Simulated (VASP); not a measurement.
SbPt, 2 atoms in the cell. Symmetry: Fm-3m, No. 225, cubic system. The conventional cell has a = 5.583 Å, b = 5.583 Å, c = 5.583 Å, α = 90.00°, β = 90.00°, γ = 90.00°. Pt (site symmetry m-3m) has 6 Sb at 2.79 Å within 3.7 Å. Sb (site symmetry m-3m) has 6 Pt at 2.79 Å within 3.7 Å. 

| Quantity | Value |
| --- | --- |
| Program | VASP 6.6.1 |
| Task | single point |
| Functional | RPBE |
| Potentials or basis | VASP PAW PBE potentials, release 64 (Pt, Sb) |
| Cutoff | 500 eV |
| k mesh | 6 × 6 × 6 |
| Occupations | methfessel-paxton, width 0.0709 eV |
| Spin | no spin polarisation |
| Dipole correction | no |
| Further INCAR settings | ALGO = Normal; EDIFF = 1e-06; NBANDS = 14 |

Potentials or basis: VASP PAW PBE potentials, release 64 (Pt, Sb).

Command:

```sh
$ cat potpaw_PBE.64/Pt/POTCAR potpaw_PBE.64/Sb/POTCAR > POTCAR
$ mpirun -np 1 vasp_std > vasp.out
```

Hardware: 1 thread of Intel(R) Xeon(R) Platinum 8259CL CPU @ 2.50GHz (Skylake/Cascade Lake), with other jobs on the host.

Problem. How long does it take, and how much memory?

Solution. Wall time 22 s on 1 thread of Intel(R) Xeon(R) Platinum 8259CL CPU @ 2.50GHz (Skylake/Cascade Lake), with other jobs on the host, peak memory 0.17 GiB. Counts: scf iterations 13, k points 16.
